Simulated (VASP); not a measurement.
A run of VASP 6.6.1 is set up as follows.

The input INCAR:

```
ALGO = Fast
EDIFF = 1E-6
ENCUT = 520
GGA = PE
ISIF = 2
ISMEAR = 0
LASPH = T
LCHARG = T
LELF = T
LREAL = F
LVHAR = T
LWAVE = F
NBANDS = 22
NELM = 60
PREC = Accurate
SIGMA = 0.1
```

KPOINTS

```
k-points
0
Gamma
  12 12 12
```

File POSCAR:

```
Cd2As
1.0
    0.0000000000      3.3701608122      3.3701608122
    3.3701608122      0.0000000000      3.3701608122
    3.3701608122      3.3701608122      0.0000000000
Cd As
2 1
Direct
    0.2500000000      0.2500000000      0.2500000000
    0.7500000000      0.7500000000      0.7500000000
    0.0000000000      0.0000000000      0.0000000000
```

Potentials or basis: VASP PAW PBE potentials, release 64 (Cd, As).

Launch:

```bash
$ cat potpaw_PBE.64/Cd/POTCAR potpaw_PBE.64/As/POTCAR > POTCAR
$ mpirun -np 1 vasp_std > vasp.out
```

Problem. Predict the pressure.

Solution. 0.3 GPa.

Problem. What does it give for the band gap on the k mesh?

Solution. Zero (an odd number of electrons rules out a gap without spin polarisation).
